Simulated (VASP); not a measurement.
Set up this calculation in VASP 6.6.1, as the native input.

| Quantity | Value |
| --- | --- |
| Task | relaxation of cell and atoms |
| Functional | PBE |
| Potentials or basis | VASP PAW PBE potentials, release 64 (Ir, Pb_d) |
| Cutoff | 600 eV |
| k mesh | 4 × 4 × 4 |
| Occupations | gaussian, width 0.1 eV |
| Spin | no spin polarisation |
| Dipole correction | no |
| Further INCAR settings | ALGO = Normal; EDIFF = 1e-07; IBRION = 2; EDIFFG = -0.04; NSW = 90; ISIF = 3 |

The structure of Ir2Pb lies in POSCAR:

```
Ir2Pb
1.0
    0.0000000000      3.8748860422      3.8748860422
    3.8748860422      0.0000000000      3.8748860422
    3.8748860422      3.8748860422      0.0000000000
Ir Pb
4 2
Direct
    0.6250000000      0.6250000000      0.6250000000
    0.1250000000      0.6250000000      0.6250000000
    0.6250000000      0.6250000000      0.1250000000
    0.6250000000      0.1250000000      0.6250000000
    0.0000000000      0.0000000000      0.0000000000
    0.2500000000      0.2500000000      0.2500000000
```

The input as run:

INCAR

```
  PREC = Accurate
  ENCUT = 600
  EDIFF = 1E-7
  ISMEAR = 0
  SIGMA = 0.1
  LREAL = False
  LASPH = True
  NELM = 100
  ALGO = Normal
  ISIF = 3
  LWAVE = False
  LCHARG = False
  GGA = PE
  IBRION = 2
  NSW = 90
  EDIFFG = -0.04
```

KPOINTS

```
Automatic mesh
0
Gamma
  4 4 4
```

Potentials or basis: VASP PAW PBE potentials, release 64 (Ir, Pb_d).

Command:

```console
$ cat potpaw_PBE.64/Ir/POTCAR potpaw_PBE.64/Pb_d/POTCAR > POTCAR
$ mpirun -np 1 vasp_std > vasp.out
```

Results of the run:

| Quantity | Value |
| --- | --- |
| Relaxed volume | 18.83 Å³/atom |
| Relaxed cell | a = 5.426 Å, b = 5.426 Å, c = 5.426 Å, α = 60.00°, β = 60.00°, γ = 60.00° |
| Space group after relaxing (to 0.05 Å) | Fd-3m (No. 227) |
| Energy gained by relaxing | 8.8 meV/atom |
| Ionic steps | 3 |
| Pressure after relaxing | -0.1 GPa |
| Band gap on the k mesh | zero (band 32 reaches 8.89 eV, above the bottom of band 33 at 8.33 eV) |

Caveat: spin-orbit coupling is left out, which moves the levels of the heavy elements.

Wall time 2.2 min on 1 thread of Intel(R) Xeon(R) Platinum 8375C CPU @ 2.90GHz (Ice Lake) (shared host), peak memory 0.35 GiB.
